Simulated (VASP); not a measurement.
Input of a VASP 6.6.1 run:

INCAR

```
  ALGO = Normal
  EDIFF = 1E-7
  ENCUT = 520
  GGA = PS
  ISIF = 2
  ISMEAR = -1
  ISPIN = 2
  LASPH = T
  LCHARG = F
  LMAXMIX = 4
  LORBIT = 11
  LREAL = F
  LWAVE = F
  MAGMOM = 1 1
  NBANDS = 19
  NELM = 150
  NUPDOWN = 2.0
  PREC = Accurate
  SIGMA = 0.1
```

The input KPOINTS:

```
k-points
0
Gamma
  14 14 8
```

Contents of POSCAR:

```
Fe
1.0
    2.3470000000      0.0000000000      0.0000000000
   -1.1735000000      2.0325616227      0.0000000000
    0.0000000000      0.0000000000      3.7970000000
Fe
2
Direct
    0.3333333333      0.6666666667      0.2500000000
    0.6666666667      0.3333333333      0.7500000000
```

Potentials or basis: VASP PAW PBE potentials, release 64 (Fe).

Run with:

```sh
$ cat potpaw_PBE.64/Fe/POTCAR > POTCAR
$ mpirun -np 1 vasp_std > vasp.out
```

Task: Estimate the pressure.

Result: 42.5 GPa.

Stress tensor (GPa, compression positive):
```
42.36  0.00  0.00
 0.00 42.36  0.00
 0.00  0.00 42.91
```

Caveat: the cell stands under pressure; the PAW data sets were made with another functional, which shifts forces and pressure a little; the total moment is fixed, so each spin has its own Fermi level.
